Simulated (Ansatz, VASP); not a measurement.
Zr2SeS2 in VASP and in Ansatz

File INCAR:

```
PREC     = Accurate       # precision mode
ENCUT    = 520            # plane-wave cutoff, eV
EDIFF    = 1E-6           # SCF threshold, eV
ISMEAR   = 0              # smearing method
SIGMA    = 0.1            # smearing width, eV
LREAL    = F              # projectors in reciprocal space
LASPH    = T              # aspherical terms in the spheres
NELM     = 150            # most SCF steps
ALGO     = Normal         # electronic algorithm
ISIF     = 2              # what is computed and relaxed
LWAVE    = F              # write WAVECAR
LCHARG   = F              # write CHGCAR
ISPIN    = 2              # spin polarisation
MAGMOM   = 1 1 0 0 0      # initial moments
LORBIT   = 11             # projections on sites
LMAXMIX  = 4              # l up to which the mixer works
GGA      = PE             # functional
NBANDS   = 33             # bands
```

KPOINTS

```
regular mesh
0
Gamma
  6 6 4
```

File POSCAR:

```
Zr2SeS2
1.0
    5.5206076136      0.0000000000      0.0000000000
   -2.7603038068      4.7809864377      0.0000000000
    0.0000000000      0.0000000000      4.8492079918
Zr Se S
2 1 2
Direct
    0.3333333333      0.6666666667      0.5000000000
    0.6666666667      0.3333333333      0.5000000000
    0.0000000000      0.0000000000      0.0000000000
    0.3333333333      0.6666666667      0.0000000000
    0.6666666667      0.3333333333      0.0000000000
```

Input for Ansatz:

```yaml
crystal:
  lattice:
    - [5.5206076136, 0.0, 0.0]
    - [-2.7603038068, 4.7809864377, 0.0]
    - [0.0, 0.0, 4.8492079918]
  atoms:
    - { symbol: Zr, position: [0.3333333333, 0.6666666667, 0.5], spin: 1.0 }
    - { symbol: Zr, position: [0.6666666667, 0.3333333333, 0.5], spin: 1.0 }
    - { symbol: Se, position: [0.0, 0.0, 0.0] }
    - { symbol: S, position: [0.3333333333, 0.6666666667, 0.0] }
    - { symbol: S, position: [0.6666666667, 0.3333333333, 0.0] }
basis:
  ecutwfc: 420
kpoints:
  mp_grid: { grid: [6, 6, 4] }
hamiltonian:
  xc: pbe
scf:
  occupations: { method: gaussian, width: 0.1 }
  lower_state_search: "off"
output:
  forces: true
  stress: true
  eigenvalues: true
  populations: true
magnetization:
  spin_polarized: true
```

Alike in both runs: task single point; functional PBE; k mesh 6 × 6 × 4; occupations gaussian, width 0.1 eV; collinear spin.

|  | VASP | Ansatz |
| --- | --- | --- |
| version | VASP 6.6.1 | Ansatz 0.2.0 |
| potentials or method | VASP PAW PBE potentials, release 64 (Zr_sv, Se, S), cutoff 520 eV | scalar-relativistic, plane waves, PAW |
| valence electrons in the cell | 42 | 52 |

|  | VASP | Ansatz | Ansatz less VASP |
| --- | --- | --- | --- |
| gap on the k mesh at the Fermi level (eV) | none | none | - |
| pressure (GPa) | 0.6 | 0.6 | +0.02 |
| traceless stress, the component that is largest in VASP (GPa) | -1.03 | -1.06 | -0.024 |
| net moment per atom (μB) | 0.67 | 0.67 | -0.001 |
| size of the moment on the site where the two differ most (μB) | 0.82 | 0.56 | -0.268 |

Site moments also hang on the region over which each program counts them. A gap of «none» marks a metal or a gap that the smearing closes. VASP's potentials hold 42 valence electrons a cell and Ansatz's 52, so a difference there can come from the potentials and not from the codes.
